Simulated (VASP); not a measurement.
Here is a VASP 6.6.1 calculation.

Contents of INCAR:

```
PREC = Accurate
ENCUT = 520
EDIFF = 1E-8
ISMEAR = -1
SIGMA = 0.01
LREAL = False
LASPH = True
NELM = 100
ALGO = Normal
ISIF = 2
LWAVE = False
LCHARG = False
GGA = PS
LEFG = True
NBANDS = 33
```

File KPOINTS:

```
Automatic mesh
0
Gamma
  6 6 9
```

Contents of POSCAR:

```
TaN
1.0
    5.1257760305      0.0000000000      0.0000000000
   -2.5628880152      4.4390522565      0.0000000000
    0.0000000000      0.0000000000      2.8716573394
Ta N
3 3
Direct
    0.3333333333      0.6666666667      0.5000000000
    0.6666666667      0.3333333333      0.5000000000
    0.0000000000      0.0000000000      0.0000000000
    0.3928500000      0.0000000000      0.0000000000
    0.6071500000      0.6071500000      0.0000000000
    0.0000000000      0.3928500000      0.0000000000
```

Potentials or basis: VASP PAW PBE potentials, release 64 (Ta_pv, N).

The run is started by

```sh
$ cat potpaw_PBE.64/Ta_pv/POTCAR potpaw_PBE.64/N/POTCAR > POTCAR
$ mpirun -np 1 vasp_std > vasp.out
```

Problem. Estimate the pressure.

Solution. 11.5 GPa.

Problem. What does it give for the largest force?

Solution. 0.217 eV/Å.

Problem. Predict the band gap on the k mesh.

Solution. Zero (bands 24 and 25 overlap by 3.23 eV).

Forces on the atoms (eV/Å):
```
Ta   0.000  0.000  0.000
Ta   0.000  0.000  0.000
Ta   0.000  0.000  0.000
N    0.217  0.000  0.000
N   -0.108 -0.188  0.000
N   -0.108  0.188  0.000
```

Caveat: the cell stands under pressure; without QUAD_EFG the Cq values of the log hold for a quadrupole moment of 1 mb, not for the nuclei; the PAW data sets were made with another functional, which shifts forces and pressure a little; spin-orbit coupling is left out, which moves the levels of the heavy elements.
